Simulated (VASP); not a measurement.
Wanted: the native input for a VASP 6.6.1 run.

```yaml
Task: relaxation of cell and atoms
Functional: PBE
Potentials_or_basis: VASP PAW PBE potentials, release 64 (Al, Rh_pv)
Cutoff: 600 eV
k_mesh: 6 × 6 × 4
Occupations: gaussian, width 0.1 eV
Spin: no spin polarisation
Dipole_correction: no
Further_INCAR_settings: ALGO = Normal; EDIFF = 1e-06; IBRION = 2; EDIFFG = -0.04; NSW = 90; ISIF = 3
```

The structure of Al2Rh lies in POSCAR:

```
Al2Rh
1.0
    2.0653303100     -2.3455078500      0.0000000000
    2.0653303100      2.3455078500      0.0000000000
    0.0000000000      0.0000000000      4.5253497100
Al Rh
2 1
Direct
    0.0000000000      0.5000000000      0.0000000000
    0.5000000000      0.0000000000      0.0000000000
    0.5000000000      0.5000000000      0.5000000000
```

The cell was built from a structure type or drawn by symmetry, and may not be a known phase.

One way to write it, as run:

INCAR

```
SYSTEM = Al2Rh
PREC     = Accurate       ! precision mode
ENCUT    = 600            ! plane-wave cutoff, eV
EDIFF    = 1E-6           ! SCF threshold, eV
ISMEAR   = 0              ! smearing method
SIGMA    = 0.1            ! smearing width, eV
LREAL    = .FALSE.        ! projectors in reciprocal space
LASPH    = .TRUE.         ! aspherical terms in the spheres
NELM     = 100            ! most SCF steps
ALGO     = Normal         ! electronic algorithm
ISIF     = 3              ! what is computed and relaxed
LWAVE    = .FALSE.        ! write WAVECAR
LCHARG   = .FALSE.        ! write CHGCAR
GGA      = PE             ! functional
IBRION   = 2              ! ionic algorithm
NSW      = 90             ! ionic steps
EDIFFG   = -0.04          ! ionic threshold
```

KPOINTS

```
Automatic mesh
0
G
  6 6 4
  0 0 0
```

Potentials or basis: VASP PAW PBE potentials, release 64 (Al, Rh_pv).

The run is started by

```sh
$ cat potpaw_PBE.64/Al/POTCAR potpaw_PBE.64/Rh_pv/POTCAR > POTCAR
$ mpirun -np 1 vasp_std > vasp.out
```

Results of the run:

* Relaxed volume: 16.92 Å³/atom
* Relaxed cell: a = 4.256 Å, b = 4.256 Å, c = 2.802 Å, α = 90.00°, β = 90.00°, γ = 90.31°
* Space group after relaxing (to 0.1 Å): P4/mmm (No. 123)
* Pressure after relaxing: 0.1 GPa
* Band gap on the k mesh: zero (an odd number of electrons rules out a gap without spin polarisation)

Caveat: the volume moved by over 15 % at a fixed basis, so the end points are rough.

It took 2.3 min on 1 thread of AMD EPYC 9R45 96-Core Processor (Zen 5), with other jobs on the host, peak memory 0.17 GiB.
